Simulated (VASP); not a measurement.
Write the native input for VASP 6.6.1 that does the following.

| Property | Result |
| --- | --- |
| Task | relaxation of cell and atoms |
| Functional | LDA |
| Potentials or basis | VASP PAW LDA potentials, release 64 (Te) |
| Cutoff | 600 eV |
| k mesh | 19 × 19 × 19 |
| Occupations | fermi-dirac, width 0.05 eV |
| Spin | no spin polarisation |
| Target pressure | 450 GPa |
| Dipole correction | no |
| Further INCAR settings | ALGO = Normal; EDIFF = 1e-06; IBRION = 2; EDIFFG = -0.005; NSW = 60; ISIF = 3 |

The structure of Te lies in POSCAR:

```
Te
1.0
   -1.3994395216      1.3994395216      1.3994395216
    1.3994395216     -1.3994395216      1.3994395216
    1.3994395216      1.3994395216     -1.3994395216
Te
1
Direct
    0.0000000000      0.0000000000      0.0000000000
```

The input as run:

INCAR

```
SYSTEM = Te
ALGO     = Normal         ! electronic algorithm
EDIFF    = 1E-6           ! SCF threshold, eV
EDIFFG   = -0.005         ! ionic threshold
ENCUT    = 600            ! plane-wave cutoff, eV
GGA      = CA             ! functional
IBRION   = 2              ! ionic algorithm
ISIF     = 3              ! what is computed and relaxed
ISMEAR   = -1             ! smearing method
LASPH    = .True.         ! aspherical terms in the spheres
LCHARG   = .False.        ! write CHGCAR
LREAL    = .False.        ! projectors in reciprocal space
LWAVE    = .False.        ! write WAVECAR
NELM     = 60             ! most SCF steps
NSW      = 60             ! ionic steps
PREC     = Accurate       ! precision mode
PSTRESS  = 4500.0       
SIGMA    = 0.05           ! smearing width, eV
```

KPOINTS

```
k-points
0
Gamma
  19 19 19
  0 0 0
```

Potentials or basis: VASP PAW LDA potentials, release 64 (Te).

Run with:

```bash
$ cat potpaw_LDA.64/Te/POTCAR > POTCAR
$ mpirun -np 1 vasp_std > vasp.out
```

Results of the run:

```json
{
 "Relaxed volume": "11.07 Å³/atom",
 "Relaxed cell": "a = 2.432 Å, b = 2.432 Å, c = 2.432 Å, α = 109.47°, β = 109.47°, γ = 109.47°",
 "Space group after relaxing (to 0.05 Å)": "Im-3m (No. 229)",
 "Energy change on relaxing (the enthalpy is what falls)": "-302.0 meV/atom",
 "Ionic steps": "4",
 "Pressure after relaxing": "450.0 GPa",
 "Band gap on the k mesh": "zero (band 3 reaches 36.97 eV, above the bottom of band 4 at 19.66 eV)"
}
```

Caveat: the cell is relaxed towards a set pressure, so the enthalpy falls and the energy may rise; spin-orbit coupling is left out, which moves the levels of the heavy elements.

It took 32 s on 1 thread of Intel(R) Xeon(R) 6975P-C (Granite Rapids), with other jobs on the host, peak memory 0.14 GiB.
